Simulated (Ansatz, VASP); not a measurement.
Ti2Co in VASP and in Ansatz

```xyz
6
Lattice="0.0000 3.5288 3.5288 3.5288 0.0000 3.5288 3.5288 3.5288 0.0000" Properties=species:S:1:pos:R:3 pbc="T T T"
Ti    0.8822    0.8822    0.8822
Ti    0.8822    2.6466    2.6466
Ti    2.6466    2.6466    0.8822
Ti    2.6466    0.8822    2.6466
Co    3.5288    3.5288    3.5288
Co    5.2932    5.2932    5.2932
```

Change from the starting cell: equal strain along all axes, cell held, atoms relaxed: -1.0 %.

Alike in both runs: task single point; functional r2SCAN; k mesh 10 × 10 × 10; occupations gaussian, width 0.1 eV; collinear spin.

|  | VASP | Ansatz |
| --- | --- | --- |
| version | VASP 6.6.1 | Ansatz 0.2.0 |
| potentials or method | VASP PAW PBE potentials, release 64 (Ti_sv, Co), cutoff 520 eV | scalar-relativistic, plane waves, PAW |
| valence electrons in the cell | 66 | 82 |

Ansatz gave:

| Quantity | Value |
| --- | --- |
| gap on the k mesh at the Fermi level (eV) | none |
| pressure (GPa) | 3.3 |
| net moment per atom (μB) | 0.79 |
| size of the moment on the site where the two differ most (μB) | 0.37 |

Q: Which values does VASP return?

A: gap on the k mesh at the Fermi level (eV): none; pressure (GPa): 3.9; net moment per atom (μB): 0.78; size of the moment on the site where the two differ most (μB): 0.41.

VASP's potentials were made for PBE, not for r2SCAN. Site moments also hang on the region over which each program counts them. A gap of «none» marks a metal or a gap that the smearing closes. VASP's potentials hold 66 valence electrons a cell and Ansatz's 82, so a difference there can come from the potentials and not from the codes. Ansatz's warnings: stability check not made.
